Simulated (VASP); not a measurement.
**MgCd3Te4: single point with PBE**

The system is MgCd3Te4.

```
CELL_PARAMETERS angstrom
6.59065 0.00000 0.00000
0.00000 6.59065 0.00000
-3.29532 -3.29532 6.59047
ATOMIC_POSITIONS crystal
Mg 0.00000 0.00000 0.00000
Cd 0.25000 0.75000 0.50000
Cd 0.50000 0.50000 0.00000
Cd 0.75000 0.25000 0.50000
Te 0.37064 0.87660 0.24724
Te 0.62936 0.62936 0.75276
Te 0.87660 0.37064 0.24724
Te 0.12340 0.12340 0.75276
```

```json
{
  "Program": "VASP 6.6.1",
  "Task": "single point",
  "Functional": "PBE",
  "Potentials or basis": "VASP PAW PBE potentials, release 64 (Mg, Cd, Te)",
  "Cutoff": "520 eV",
  "k mesh": "2 × 2 × 2",
  "Occupations": "gaussian, width 0.1 eV",
  "Spin": "no spin polarisation"
}
```

```
Pressure               : 0.1 GPa
Largest force          : 0.015 eV/Å
Band gap on the k mesh : 1.00 eV, direct
```

Forces in eV/Å, atoms in the order of the input:
```
Mg   0.000  0.000  0.000
Cd   0.000  0.000  0.000
Cd   0.000  0.000  0.000
Cd   0.000  0.000  0.000
Te  -0.007  0.007 -0.011
Te   0.007  0.007  0.011
Te   0.007 -0.007 -0.011
Te  -0.007 -0.007  0.011
```

Stress tensor (GPa, compression positive):
```
0.15 0.00 0.00
0.00 0.15 0.00
0.00 0.00 0.02
```

Levels at points of the mesh, in eV from the valence-band top:
```tsv
k point	band 28	band 29	band 30	band 31	band 32	band 33	band 34	band 35
(0.00, 0.00, 0.00)	-1.53	0.00	0.00	0.00	1.00	2.77	2.79	4.18
(0.50, 0.00, 0.00)	-1.21	-1.18	-0.72	-0.58	3.09	3.15	3.66	4.03
(0.50, 0.50, 0.00)	-0.65	-0.62	-0.54	-0.51	1.87	2.18	3.18	3.62
(0.00, 0.00, 0.50)	-0.96	-0.96	-0.80	-0.80	2.57	2.68	2.78	2.78
```

Wall time 91 s on 1 thread of Intel Xeon 6975P-C (shared host), peak memory 0.41 GiB.

Caveat: the k points lie up to 0.53 Å⁻¹ apart; spin-orbit coupling is left out, which moves the levels of the heavy elements. PBE gaps usually lie below the measured ones, often by a third to a half.
